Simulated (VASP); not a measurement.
# Sn2Te3Se (P-6m2) in VASP: relaxation of cell and atoms with PBE

Aim: the relaxation of cell and atoms of Sn2Te3Se with PBE.

Everything below comes from runs of VASP 6.6.1. Logs are shortened: lines on timing, memory, paths and dates and some standing lists are left out, and cuts for length are marked.

## (1) The cell of the first run

Symmetry: P-6m2, No. 187, hexagonal system. The conventional cell has a = 4.794 Å, b = 4.794 Å, c = 10.095 Å, α = 90.00°, β = 90.00°, γ = 120.00°. Within 5.2 Å of Sn (site symmetry 3m) lie 3 Se at 3.72 Å and 9 Te at 3.72 to 3.77 Å and 8 Sn at 4.79 to 5.12 Å. Within 3.6 Å of Te (site symmetry -6m2) lie 3 Te at 2.77 Å. Within 3.8 Å of Te (site symmetry -6m2) lie 3 Se at 2.77 Å and 6 Sn at 3.72 Å. Within 3.6 Å of Te (site symmetry -6m2) lie 3 Te at 2.77 Å. Within 3.8 Å of Se (site symmetry -6m2) lie 3 Te at 2.77 Å and 6 Sn at 3.72 Å.

The cell was generated, and may not be a known phase.

## (2) Relaxation of cell and atoms, PBE

The input, INCAR:

```
ALGO = Normal ; EDIFF = 1E-6
EDIFFG = -0.01 ; ENCUT = 600
GGA = PE ; IBRION = 2
ISIF = 3 ; ISMEAR = 0
LASPH = T ; LCHARG = F
LREAL = F ; LWAVE = F
NELM = 60 ; NSW = 100
PREC = Accurate ; SIGMA = 0.1
```

The input, KPOINTS:

```
k-points
0
Gamma
  12 12 4
```

The input, POSCAR:

```
Sn2Te3Se
1.0
    4.7936443900      0.0000000000      0.0000000000
   -2.3968222000      4.1514178200      0.0000000000
    0.0000000000      0.0000000000     10.0953369700
Sn Te Se
2 3 1
Direct
    0.3333333300      0.6666666700      0.2462391900
    0.3333333300      0.6666666700      0.7537608100
    0.6666666700      0.3333333300      0.5000000000
    0.0000000000      0.0000000000      0.0000000000
    0.0000000000      0.0000000000      0.5000000000
    0.6666666700      0.3333333300      0.0000000000
```

Potentials or basis: VASP PAW PBE potentials, release 64 (Sn_d, Te, Se).

The run is started by

```sh
cat potpaw_PBE.64/Sn_d/POTCAR potpaw_PBE.64/Te/POTCAR potpaw_PBE.64/Se/POTCAR > POTCAR
mpirun -np 1 vasp_std > vasp.out
```

OUTCAR:

```text
EDIFF = 1E-6
   EDIFFG = -0.01
   ENCUT = 600
   GGA = PE
   IBRION = 2
   ISIF = 3
   ISMEAR = 0
   LASPH = T
   LREAL = F
   NELM = 60
   NSW = 100
   PREC = Accurate

 ion  position               nearest neighbor table
   1  0.333  0.667  0.246-   4 3.72   4 3.72   4 3.72
   2  0.333  0.667  0.754-   4 3.72   4 3.72   4 3.72
   3  0.667  0.333  0.500-   5 2.77   5 2.77   5 2.77
   4  0.000  0.000  0.000-   6 2.77   6 2.77   6 2.77   1 3.72   2 3.72   1 3.72   2 3.72   1 3.72
                             2 3.72
   5  0.000  0.000  0.500-   3 2.77   3 2.77   3 2.77
   6  0.667  0.333  0.000-   4 2.77   4 2.77   4 2.77

  LATTYP: Found a hexagonal cell.
 ALAT       =     4.7936443900
 C/A-ratio  =     2.1059837044

  Lattice vectors:

 A1 = (   4.7936443900,   0.0000000000,   0.0000000000)
 A2 = (  -2.3968222000,   4.1514178200,   0.0000000000)
 A3 = (   0.0000000000,   0.0000000000,  10.0953369700)

Analysis of symmetry for initial positions (statically):
=====================================================================
 Subroutine PRICEL returns:
 Original cell was already a primitive cell.

 Routine SETGRP: Setting up the symmetry group for a
 hexagonal supercell.

 Subroutine GETGRP returns: Found 12 space group operations
 (whereof 12 operations were pure point group operations)
 out of a pool of 24 trial point group operations.

The static configuration has the point symmetry D_3h.

Analysis of symmetry for dynamics (positions and initial velocities):
=====================================================================
 Subroutine PRICEL returns:
 Original cell was already a primitive cell.

 Routine SETGRP: Setting up the symmetry group for a
 hexagonal supercell.

 Subroutine GETGRP returns: Found 12 space group operations
 (whereof 12 operations were pure point group operations)
 out of a pool of 24 trial point group operations.

The dynamic configuration has the point symmetry D_3h.

 Subroutine INISYM returns: Found 12 space group operations
 (whereof 12 operations are pure point group operations),
 and found     1 'primitive' translations

----------------------------------------------------------------------------------------

                                     Primitive cell

  volume of cell :     200.9015

  direct lattice vectors                    reciprocal lattice vectors
     4.793644390  0.000000000  0.000000000     0.208609550  0.120440780  0.000000000
    -2.396822200  4.151417820  0.000000000     0.000000000  0.240881560  0.000000000
     0.000000000  0.000000000 10.095336970     0.000000000  0.000000000  0.099055634

  length of vectors
     4.793644390  4.793644394 10.095336970     0.240881560  0.240881560  0.099055634

  position of ions in fractional coordinates (direct lattice)
     0.333333330  0.666666670  0.246239190
     0.333333330  0.666666670  0.753760810
     0.666666670  0.333333330  0.500000000
     0.000000000  0.000000000  0.000000000
     0.000000000  0.000000000  0.500000000
     0.666666670  0.333333330  0.000000000

  ion indices of the primitive-cell ions
   primitive index   ion index
                 1           1
                 2           2
                 3           3
                 4           4
                 5           5
                 6           6

----------------------------------------------------------------------------------------

 KPOINTS: k-points

Automatic generation of k-mesh.
 Grid dimensions read from file:
 generate k-points for:   12   12    4

 Generating k-lattice:

  Cartesian coordinates                     Fractional coordinates (reciprocal lattice)
     0.017384129  0.010036732  0.000000000     0.083333333  0.000000000  0.000000000
     0.000000000  0.020073463  0.000000000     0.000000000  0.083333333  0.000000000
     0.000000000  0.000000000  0.024763908     0.000000000  0.000000000  0.250000000

  Length of vectors
     0.020073463  0.020073463  0.024763908

  Shift w.r.t. Gamma in fractional coordinates (k-lattice)
     0.000000000  0.000000000  0.000000000

 Subroutine IBZKPT returns following result:
 ===========================================

 Found     57 irreducible k-points:

 Following reciprocal coordinates:
            Coordinates               Weight
  0.000000  0.000000  0.000000      1.000000
  0.083333  0.000000  0.000000      6.000000
  0.166667  0.000000  0.000000      6.000000
  0.250000  0.000000  0.000000      6.000000
  0.333333  0.000000  0.000000      6.000000
  0.416667  0.000000  0.000000      6.000000
[... 16 lines left out ...]
  0.250000  0.000000  0.250000     12.000000
  0.333333  0.000000  0.250000     12.000000
 [... further k-points ...]
   k-points           NKPTS =     57   k-points in BZ     NKDIM =     57   number of bands    NBANDS=     31
   number of dos      NEDOS =    301   number of ions     NIONS =      6
   total plane-waves  NPLWV = 134400
   dimension x,y,z NGX =    40 NGY =   40 NGZ =   84
   dimension x,y,z NGXF=    80 NGYF=   80 NGZF=  168
   ions per type =               2   3   1
   NGX,Y,Z   is equivalent  to a cutoff of  13.87, 13.87, 13.83 a.u.
   NGXF,Y,Z  is equivalent  to a cutoff of  27.74, 27.74, 27.67 a.u.
 SYSTEM =  unknown system
   PREC   = accura    normal or accurate (medium, high low for compatibility)
   ISTART =      0    job   : 0-new  1-cont  2-samecut
   ICHARG =      2    charge: 1-file 2-atom 10-const
   ISPIN  =      1    spin polarized calculation?
   LNONCOLLINEAR =      F non collinear calculations
   LSORBIT =      F    spin-orbit coupling
   LASPH  =      T    aspherical Exc in radial PAW
   ENCUT  =  600.0 eV  44.10 Ry    6.64 a.u.   9.57  9.57 20.16*2*pi/ulx,y,z
   NELM   =     60;   NELMIN=  2; NELMDL= -5     # of ELM steps
   EDIFF  = 0.1E-05   stopping-criterion for ELM
   LREAL  =      F    real-space projection
   EDIFFG = -.1E-01   stopping-criterion for IOM
   NSW    =    100    number of steps for IOM
   IBRION =      2    ionic relax: 0-MD 1-quasi-New 2-CG
   NFREE  =      1    steps in history (QN), initial steepest desc. (CG)
   ISIF   =      3    stress and relaxation
   ISYM   =      2    0-nonsym 1-usesym 2-fastsym
   POTIM  = 0.5000    time-step for ionic-motion
   TEBEG  =    0.0;   TEEND  =   0.0 temperature during run
   PSTRESS=    0.0 pullay stress
   NELECT =      52.0000    total number of electrons
   NUPDOWN=      -1.0000    fix difference up-down
   EMIN   =  10.00;   EMAX   =-10.00  energy-range for DOS
   EFERMI =   0.00;   METHOD = LEGACY
   ISMEAR =     0;   SIGMA  =   0.10  broadening in eV -4-tet -1-fermi 0-gaus
   EFERMI_NEDOS =   21; number of points for ismear=-14 and -15
   IALGO  =     38    algorithm
   IMIX   =      4    mixing-type and parameters
     AMIX     =   0.40;   BMIX     =  1.00
     AMIX_MAG =   1.60;   BMIX_MAG =  1.00
  volume/ion in A,a.u.               =      33.48       225.96
  Fermi-wavevector in a.u.,A,eV,Ry     =   1.043314  1.971577 14.809990  1.088504
  Thomas-Fermi vector in A             =   2.178017
   LORBIT       =      0    0 simple, 1 ext, 2 COOP (PROOUT), +10 PAW based schemes
   GGA     = PE    functional components
   LHFCALC =     F    Hartree Fock is set to
   AEXX    =    0.0000 exact exchange contribution
   IVDW    =     0    specifies the selected vdW correction
   LEPSILON=     F    determine dielectric tensor
   LRPA    =     F    only Hartree local field effects (RPA)
 conjugate gradient relaxation of ions
 non-spin polarized calculation
 Gauss-broadening in eV      SIGMA  =   0.10
  energy-cutoff  :      600.00
  volume of cell :      200.90
 maximum number of plane-waves:      6763
 NGX is ok and might be reduce to    40
   NGX = 19   NGY = 19   NGZ = 41

--------------------------------------- Ionic step        1  -------------------------------------------

 number of electron      51.9999998 magnetization

 Free energy of the ion-electron system (eV)
  ---------------------------------------------------
  ext. energy  EPLUGINS =         0.00000000
  ---------------------------------------------------
  free energy    TOTEN  =       -17.23014819 eV

  energy without entropy =      -17.21147862  energy(sigma->0) =      -17.22081341

------------------------ aborting loop because EDIFF is reached ----------------------------------------

  FORCE on cell =-STRESS in cart. coord.  units (eV):
  Direction    XX          YY          ZZ          XY          YZ          ZX
  --------------------------------------------------------------------------------------
  -------------------------------------------------------------------------------------
  Total        8.7386743      8.7386743     -7.5605658     -0.0000000      0.0000000      0.0000000
  in kB       69.6904162     69.6904163    -60.2950696     -0.0000001      0.0000000      0.0000000
  external PRESSURE =      26.3619210 kB  Pullay stress =       0.0000000 kB
[... 1752 lines left out ...]
     30       9.7114      0.00000
     31      10.0403      0.00000

 [... further k-points ...]

[... ionic steps 4 to 15 ...]

--------------------------------------- Ionic step       16  -------------------------------------------

 number of electron      51.9999997 magnetization

------------------------ aborting loop because EDIFF is reached ----------------------------------------

  FORCE on cell =-STRESS in cart. coord.  units (eV):
  Direction    XX          YY          ZZ          XY          YZ          ZX
  --------------------------------------------------------------------------------------
  -------------------------------------------------------------------------------------
  Total        0.0494618      0.0494618      0.1207341     -0.0000000     -0.0000000      0.0000000
  in kB        0.4562465      0.4562465      1.1136780     -0.0000000     -0.0000000      0.0000000
  external PRESSURE =       0.6753903 kB  Pullay stress =       0.0000000 kB
[... 65 lines left out ...]
  energy  without entropy=      -19.6731654933  energy(sigma->0) =      -19.68206981

--------------------------------------- Ionic step       18  -------------------------------------------

 number of electron      51.9999997 magnetization

 Free energy of the ion-electron system (eV)
  ---------------------------------------------------
  ext. energy  EPLUGINS =         0.00000000
  ---------------------------------------------------
  free energy    TOTEN  =       -19.69098364 eV

  energy without entropy =      -19.67317557  energy(sigma->0) =      -19.68207961

 E-fermi :   6.8759     XC(G=0):  -9.8083

 val. band max:        6.8738327843   @ k =   0.1667   0.0833   0.2500
 cond. band min:       6.8928567469   @ k =   0.3333   0.2500   0.2500
 fundamental gap:      0.0190239626
 Fermi energy:         6.8758829475

 k-point     1 :       0.0000    0.0000    0.0000
  band No.  band energies     occupation
      1     -15.2218      2.00000
      2     -15.1282      2.00000
      3     -15.1282      2.00000
      4     -15.1121      2.00000
      5     -15.1121      2.00000
      6     -15.0987      2.00000
[... 840 lines left out ...]
  FREE ENERGIE OF THE ION-ELECTRON SYSTEM (eV)
  ---------------------------------------------------
  free  energy   TOTEN  =       -19.6909836386 eV

  energy  without entropy=      -19.6731755736  energy(sigma->0) =      -19.68207961

 reached required accuracy - stopping structural energy minimisation
```

Wall time 88 min (1 thread of Intel Xeon 8259CL, shared host); peak memory 0.69 GiB.

Results:

| Item | Value |
| --- | --- |
| Free energy | -19.6910 eV |
| Relaxed volume | 28.98 Å³/atom |
| Relaxed cell | a = 5.782 Å, b = 5.782 Å, c = 6.005 Å, α = 90.00°, β = 90.00°, γ = 120.00° |
| Space group after relaxing (to 0.1 Å) | P-6m2 (No. 187) |
| Energy gained by relaxing | 410.1 meV/atom |
| Ionic steps | 18 |
| Pressure after relaxing | 0.0 GPa |
| Band gap on the k mesh | zero (bands 26 and 27 overlap by 1.39 eV) |

The path:
| step | energy change (eV) | largest force (eV/Å) | pressure (GPa) | volume (Å³) |
| --- | --- | --- | --- | --- |
| 1 | 0.0000 | 0.2007 | 2.64 | 200.90 |
| 2 | -1.0765 | 0.2106 | -2.49 | 216.14 |
| 3 | -1.1844 | 0.2083 | -3.74 | 221.22 |
| 4 | -1.8756 | 0.2056 | -2.99 | 199.99 |
| 5 | -2.1307 | 0.1775 | -1.91 | 186.28 |
| 6 | -2.0677 | 0.0708 | 4.26 | 158.51 |
| 7 | -2.1084 | 0.7810 | 5.73 | 156.66 |
| 8 | -2.0847 | 1.0339 | 6.57 | 156.12 |
| 9 | -2.1083 | 0.8208 | 5.86 | 156.57 |
| 10 | -2.3843 | 0.5731 | 0.86 | 173.92 |
| 11 | -2.3960 | 0.6245 | 1.49 | 170.83 |
| 12 | -2.4443 | 0.1610 | -0.70 | 175.61 |
| 13 | -2.4537 | 0.2750 | -0.12 | 174.17 |
| 14 | -2.4587 | 0.1527 | -0.04 | 173.95 |
| 15 | -2.4608 | 0.0142 | 0.06 | 173.70 |
| 16 | -2.4608 | 0.0072 | 0.07 | 173.69 |
| 17 | -2.4608 | 0.0034 | -0.02 | 173.96 |
| 18 | -2.4608 | 0.0012 | 0.02 | 173.87 |

Final structure:
```
Sn Te Se
1.0
     5.78212    0.00000    0.00000
    -2.89106    5.00747    0.00000
     0.00000    0.00000    6.00511
Sn Te Se
2 3 1
Direct
  0.33333 0.66667 0.24807
  0.33333 0.66667 0.75193
  0.66667 0.33333 0.50000
  0.00000 0.00000 0.00000
  0.00000 0.00000 0.50000
  0.66667 0.33333 0.00000
```

Caveat: a cell axis changed by over 15 % at a fixed basis, so the end point is rough; spin-orbit coupling is left out, which moves the levels of the heavy elements.
